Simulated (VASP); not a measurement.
# CdO (Monteponite) (Fm-3m) in VASP: single point with PBEsol

Aim: the single point of CdO (Monteponite) with PBEsol.

All numbers are computed with VASP 6.6.1; they aren't measurements. Logs are shortened: lines on timing, memory, paths and dates and some standing lists are left out, and cuts for length are marked.

## Step 1: The cell of the first run

The structure is cubic, space group Fm-3m (No. 225). The conventional cell has a = 4.699 Å, b = 4.699 Å, c = 4.699 Å, α = 90.00°, β = 90.00°, γ = 90.00°. Cd (site symmetry m-3m) has 6 O at 2.35 Å within 3.1 Å. Within 3.1 Å of O (site symmetry m-3m) lie 6 Cd at 2.35 Å.

## Step 2: Single point, PBEsol

Input file INCAR:

```
PREC = Accurate
ENCUT = 600
EDIFF = 1E-6
ISMEAR = -1
SIGMA = 0.02
LREAL = F
LASPH = T
NELM = 120
ALGO = Normal
ISIF = 2
LWAVE = F
LCHARG = T
GGA = PS
LELF = T
LVHAR = T
NBANDS = 16
GGA_COMPAT = F
```

Input file KPOINTS:

```
regular mesh
0
Gamma
  8 8 8
```

Input file POSCAR:

```
CdO
1.0
    0.0000000000      2.3495000000      2.3495000000
    2.3495000000      0.0000000000      2.3495000000
    2.3495000000      2.3495000000      0.0000000000
Cd O
1 1
Direct
    0.0000000000      0.0000000000      0.0000000000
    0.5000000000      0.5000000000      0.5000000000
```

Potentials or basis: VASP PAW PBE potentials, release 64 (Cd, O).

Run with:

```
> cat potpaw_PBE.64/Cd/POTCAR potpaw_PBE.64/O/POTCAR > POTCAR
> mpirun -np 1 vasp_std > vasp.out
```

OUTCAR:

```text
PREC = Accurate
   ENCUT = 600
   EDIFF = 1E-6
   ISMEAR = -1
   LREAL = F
   LASPH = T
   NELM = 120
   ISIF = 2
   GGA = PS

 ion  position               nearest neighbor table
   1  0.000  0.000  0.000-   2 2.35   2 2.35   2 2.35   2 2.35   2 2.35   2 2.35
   2  0.500  0.500  0.500-   1 2.35   1 2.35   1 2.35   1 2.35   1 2.35   1 2.35

  LATTYP: Found a face centered cubic cell.
 ALAT       =     4.6990000000

  Lattice vectors:

 A1 = (   0.0000000000,   2.3495000000,   2.3495000000)
 A2 = (   2.3495000000,   0.0000000000,   2.3495000000)
 A3 = (   2.3495000000,   2.3495000000,   0.0000000000)

Analysis of symmetry for initial positions (statically):
=====================================================================
 Subroutine PRICEL returns:
 Original cell was already a primitive cell.

 Routine SETGRP: Setting up the symmetry group for a
 face centered cubic supercell.

 Subroutine GETGRP returns: Found 48 space group operations
 (whereof 48 operations were pure point group operations)
 out of a pool of 48 trial point group operations.

The static configuration has the point symmetry O_h .

Analysis of symmetry for dynamics (positions and initial velocities):
=====================================================================
 Subroutine PRICEL returns:
 Original cell was already a primitive cell.

 Routine SETGRP: Setting up the symmetry group for a
 face centered cubic supercell.

 Subroutine GETGRP returns: Found 48 space group operations
 (whereof 48 operations were pure point group operations)
 out of a pool of 48 trial point group operations.

The dynamic configuration has the point symmetry O_h .

 Subroutine INISYM returns: Found 48 space group operations
 (whereof 48 operations are pure point group operations),
 and found     1 'primitive' translations

----------------------------------------------------------------------------------------

                                     Primitive cell

  volume of cell :      25.9392

  direct lattice vectors                    reciprocal lattice vectors
     0.000000000  2.349500000  2.349500000    -0.212811236  0.212811236  0.212811236
     2.349500000  0.000000000  2.349500000     0.212811236 -0.212811236  0.212811236
     2.349500000  2.349500000  0.000000000     0.212811236  0.212811236 -0.212811236

  length of vectors
     3.322694765  3.322694765  3.322694765     0.368599874  0.368599874  0.368599874

  position of ions in fractional coordinates (direct lattice)
     0.000000000  0.000000000  0.000000000
     0.500000000  0.500000000  0.500000000

  ion indices of the primitive-cell ions
   primitive index   ion index
                 1           1
                 2           2

----------------------------------------------------------------------------------------

 KPOINTS: regular mesh

Automatic generation of k-mesh.
 Grid dimensions read from file:
 generate k-points for:    8    8    8

 Generating k-lattice:

  Cartesian coordinates                     Fractional coordinates (reciprocal lattice)
    -0.026601405  0.026601405  0.026601405     0.125000000  0.000000000  0.000000000
     0.026601405 -0.026601405  0.026601405     0.000000000  0.125000000  0.000000000
     0.026601405  0.026601405 -0.026601405     0.000000000  0.000000000  0.125000000

  Length of vectors
     0.046074984  0.046074984  0.046074984

  Shift w.r.t. Gamma in fractional coordinates (k-lattice)
     0.000000000  0.000000000  0.000000000

 Subroutine IBZKPT returns following result:
 ===========================================

 Found     29 irreducible k-points:

 Following reciprocal coordinates:
            Coordinates               Weight
  0.000000  0.000000  0.000000      1.000000
  0.125000  0.000000  0.000000      8.000000
  0.250000  0.000000  0.000000      8.000000
  0.375000  0.000000  0.000000      8.000000
  0.500000  0.000000  0.000000      4.000000
  0.125000  0.125000  0.000000      6.000000
[... 16 lines left out ...]
  0.500000  0.250000  0.125000     48.000000
 -0.375000  0.250000  0.125000     24.000000
 [... further k-points ...]
   k-points           NKPTS =     29   k-points in BZ     NKDIM =     29   number of bands    NBANDS=     16
   number of dos      NEDOS =    301   number of ions     NIONS =      2
   total plane-waves  NPLWV =  21952
   dimension x,y,z NGX =    28 NGY =   28 NGZ =   28
   dimension x,y,z NGXF=    56 NGYF=   56 NGZF=   56
   ions per type =               1   1
   NGX,Y,Z   is equivalent  to a cutoff of  14.01, 14.01, 14.01 a.u.
   NGXF,Y,Z  is equivalent  to a cutoff of  28.02, 28.02, 28.02 a.u.
 SYSTEM =  unknown system
   PREC   = accura    normal or accurate (medium, high low for compatibility)
   ISTART =      0    job   : 0-new  1-cont  2-samecut
   ICHARG =      2    charge: 1-file 2-atom 10-const
   ISPIN  =      1    spin polarized calculation?
   LNONCOLLINEAR =      F non collinear calculations
   LSORBIT =      F    spin-orbit coupling
   LASPH  =      T    aspherical Exc in radial PAW
   ENCUT  =  600.0 eV  44.10 Ry    6.64 a.u.   6.64  6.64  6.64*2*pi/ulx,y,z
   NELM   =    120;   NELMIN=  2; NELMDL= -5     # of ELM steps
   EDIFF  = 0.1E-05   stopping-criterion for ELM
   LREAL  =      F    real-space projection
   EDIFFG = 0.1E-04   stopping-criterion for IOM
   NSW    =      0    number of steps for IOM
   IBRION =     -1    ionic relax: 0-MD 1-quasi-New 2-CG
   NFREE  =      0    steps in history (QN), initial steepest desc. (CG)
   ISIF   =      2    stress and relaxation
   ISYM   =      2    0-nonsym 1-usesym 2-fastsym
   POTIM  = 0.5000    time-step for ionic-motion
   TEBEG  =    0.0;   TEEND  =   0.0 temperature during run
   PSTRESS=    0.0 pullay stress
   NELECT =      18.0000    total number of electrons
   NUPDOWN=      -1.0000    fix difference up-down
   EMIN   =  10.00;   EMAX   =-10.00  energy-range for DOS
   EFERMI =   0.00;   METHOD = LEGACY
   ISMEAR =    -1;   SIGMA  =   0.02  broadening in eV -4-tet -1-fermi 0-gaus
   EFERMI_NEDOS =   21; number of points for ismear=-14 and -15
   IALGO  =     38    algorithm
   IMIX   =      4    mixing-type and parameters
     AMIX     =   0.40;   BMIX     =  1.00
     AMIX_MAG =   1.60;   BMIX_MAG =  1.00
  volume/ion in A,a.u.               =      12.97        87.52
  Fermi-wavevector in a.u.,A,eV,Ry     =   1.449373  2.738918 28.581522  2.100683
  Thomas-Fermi vector in A             =   2.567107
   LORBIT       =      0    0 simple, 1 ext, 2 COOP (PROOUT), +10 PAW based schemes
   GGA     = PS    functional components
   LHFCALC =     F    Hartree Fock is set to
   AEXX    =    0.0000 exact exchange contribution
   IVDW    =     0    specifies the selected vdW correction
   LEPSILON=     F    determine dielectric tensor
   LRPA    =     F    only Hartree local field effects (RPA)
 non-spin polarized calculation
  energy-cutoff  :      600.00
  volume of cell :       25.94
 maximum number of plane-waves:       893
   NGX = 13   NGY = 13   NGZ = 13

 number of electron      18.0000002 magnetization

 Free energy of the ion-electron system (eV)
  ---------------------------------------------------
  ext. energy  EPLUGINS =         0.00000000
  ---------------------------------------------------
  free energy    TOTEN  =        -8.50634426 eV

  energy without entropy =       -8.50605442  energy(sigma->0) =       -8.50619934

 E-fermi :   1.9255     XC(G=0): -11.9636

 val. band max:        1.8823066680   @ k =   0.5000   0.0000   0.0000
 cond. band min:       2.7509909262   @ k =   0.1250   0.0000   0.0000
 fundamental gap:      0.8686842582
 Fermi energy:         1.9255157220

 k-point     1 :       0.0000    0.0000    0.0000
  band No.  band energies     occupation
      1     -15.4435      2.00000
      2      -4.7780      2.00000
      3      -4.7780      2.00000
      4      -4.7780      2.00000
      5      -4.4733      2.00000
      6      -4.4733      2.00000
[... 8 lines left out ...]
     15      19.9462      0.00000
     16      19.9462      0.00000

 k-point     2 :       0.1250    0.0000    0.0000
  band No.  band energies     occupation
      1     -15.3341      2.00000
      2      -4.8481      2.00000
      3      -4.7676      2.00000
      4      -4.7676      2.00000
      5      -4.5629      2.00000
      6      -4.5629      2.00000
[... 8 lines left out ...]
     15      20.3336      0.00000
     16      20.3336      0.00000

 k-point     3 :       0.2500    0.0000    0.0000
  band No.  band energies     occupation
      1     -15.0563      2.00000
      2      -5.1282      2.00000
      3      -5.0108      2.00000
      4      -5.0108      2.00000
      5      -4.4667      2.00000
      6      -4.4667      2.00000
[... 8 lines left out ...]
     15      21.2689      0.00000
     16      21.2689      0.00000

 k-point     4 :       0.3750    0.0000    0.0000
  band No.  band energies     occupation
      1     -14.7549      2.00000
      2      -5.5710      2.00000
      3      -5.2868      2.00000
      4      -5.2868      2.00000
      5      -4.2899      2.00000
      6      -4.2899      2.00000
[... 8 lines left out ...]
     15      22.6614      0.00000
     16      22.6614      0.00000

 k-point     5 :       0.5000    0.0000    0.0000
  band No.  band energies     occupation
      1     -14.6217      2.00000
      2      -5.7930      2.00000
      3      -5.3942      2.00000
      4      -5.3942      2.00000
      5      -4.2125      2.00000
      6      -4.2125      2.00000
[... 8 lines left out ...]
     15      22.9788      0.00000
     16      23.7655      0.00000

 k-point     6 :       0.1250    0.1250    0.0000
  band No.  band energies     occupation
      1     -15.3045      2.00000
      2      -4.8492      2.00000
      3      -4.8029      2.00000
      4      -4.7195      2.00000
      5      -4.7195      2.00000
      6      -4.4340      2.00000
[... 8 lines left out ...]
     15      21.0391      0.00000
     16      22.7323      0.00000

 k-point     7 :       0.2500    0.1250    0.0000
  band No.  band energies     occupation
      1     -15.1007      2.00000
      2      -5.1113      2.00000
      3      -4.9623      2.00000
      4      -4.7683      2.00000
      5      -4.6015      2.00000
      6      -4.3795      2.00000
[... 8 lines left out ...]
     15      21.5952      0.00000
     16      23.4905      0.00000

 k-point     8 :       0.3750    0.1250    0.0000
  band No.  band energies     occupation
      1     -14.8274      2.00000
      2      -5.3921      2.00000
      3      -5.1792      2.00000
      4      -5.0336      2.00000
      5      -4.4304      2.00000
      6      -4.2427      2.00000
[... 8 lines left out ...]
     15      21.9274      0.00000
     16      24.0492      0.00000

 k-point     9 :       0.5000    0.1250    0.0000
  band No.  band energies     occupation
      1     -14.6460      2.00000
      2      -5.6101      2.00000
      3      -5.2883      2.00000
      4      -5.2596      2.00000
      5      -4.2685      2.00000
      6      -4.1951      2.00000
[... 8 lines left out ...]
     15      21.9782      0.00000
     16      23.7610      0.00000
[... 172 lines left out ...]
 k-point    19 :       0.5000    0.3750    0.0000
  band No.  band energies     occupation
      1     -14.7551      2.00000
      2      -5.2125      2.00000
      3      -4.4276      2.00000
      4      -4.4003      2.00000
      5      -4.1046      2.00000
      6      -4.0437      2.00000
[... 8 lines left out ...]
     15      25.3524      0.00000
     16      25.7818      0.00000

 k-point    20 :      -0.3750    0.3750    0.0000
  band No.  band energies     occupation
      1     -14.6844      2.00000
      2      -5.2347      2.00000
      3      -4.7738      2.00000
      4      -4.6124      2.00000
      5      -4.1616      2.00000
      6      -4.0568      2.00000
[... 8 lines left out ...]
     15      23.6701      0.00000
     16      26.2425      0.00000

 k-point    21 :       0.5000    0.5000    0.0000
  band No.  band energies     occupation
      1     -14.7762      2.00000
      2      -5.2525      2.00000
      3      -4.2002      2.00000
      4      -4.0690      2.00000
      5      -4.0690      2.00000
      6      -3.7556      2.00000
[... 8 lines left out ...]
     15      24.8949      0.00000
     16      27.6031      0.00000

 k-point    22 :       0.3750    0.2500    0.1250
  band No.  band energies     occupation
      1     -14.9168      2.00000
      2      -5.2520      2.00000
      3      -5.0188      2.00000
      4      -4.9088      2.00000
      5      -4.4961      2.00000
      6      -4.2313      2.00000
[... 8 lines left out ...]
     15      23.2469      0.00000
     16      23.6978      0.00000

 k-point    23 :       0.5000    0.2500    0.1250
  band No.  band energies     occupation
      1     -14.7266      2.00000
      2      -5.3339      2.00000
      3      -5.1441      2.00000
      4      -5.0209      2.00000
      5      -4.3439      2.00000
      6      -4.1541      2.00000
[... 8 lines left out ...]
     15      22.4447      0.00000
     16      24.0960      0.00000

 k-point    24 :      -0.3750    0.2500    0.1250
  band No.  band energies     occupation
      1     -14.6459      2.00000
      2      -5.4137      2.00000
      3      -5.1036      2.00000
      4      -5.0994      2.00000
      5      -4.2156      2.00000
      6      -4.2057      2.00000
[... 8 lines left out ...]
     15      21.2551      0.00000
     16      24.7380      0.00000

 [... further k-points ...]
[... 5 lines left out ...]
  --------------------------------------------------------------------------------------
  -------------------------------------------------------------------------------------
  Total        0.0872106      0.0872106      0.0872106     -0.0000000     -0.0000000     -0.0000000
  in kB        5.3867059      5.3867059      5.3867059     -0.0000000     -0.0000000     -0.0000000
  external PRESSURE =       5.3867059 kB  Pullay stress =       0.0000000 kB

 VOLUME and BASIS-vectors are now :
 -----------------------------------------------------------------------------
  energy-cutoff  :      600.00
  volume of cell :       25.94
      direct lattice vectors                 reciprocal lattice vectors
     0.000000000  2.349500000  2.349500000    -0.212811236  0.212811236  0.212811236
     2.349500000  0.000000000  2.349500000     0.212811236 -0.212811236  0.212811236
     2.349500000  2.349500000  0.000000000     0.212811236  0.212811236 -0.212811236

 POSITION                                       TOTAL-FORCE (eV/Angst)
 -----------------------------------------------------------------------------------
      0.00000      0.00000      0.00000        -0.000000      0.000000      0.000000
      2.34950      2.34950      2.34950         0.000000     -0.000000     -0.000000
 -----------------------------------------------------------------------------------
    total drift:                                0.000000      0.000000      0.000000

  FREE ENERGIE OF THE ION-ELECTRON SYSTEM (eV)
  ---------------------------------------------------
  free  energy   TOTEN  =        -8.5063442597 eV

  energy  without entropy=       -8.5060544182  energy(sigma->0) =       -8.50619934
```

It took 8 s on 1 thread of Intel Xeon 6975P-C (Granite Rapids), shared host; peak memory 0.16 GiB.

What came out:

| Property | Result |
| --- | --- |
| Free energy | -8.5063 eV |
| Pressure | 0.5 GPa |
| Band gap on the k mesh | zero (band 9 reaches 1.88 eV, above the bottom of band 10 at 1.35 eV) |

Caveat: the PAW data sets were made with another functional, which shifts forces and pressure a little.
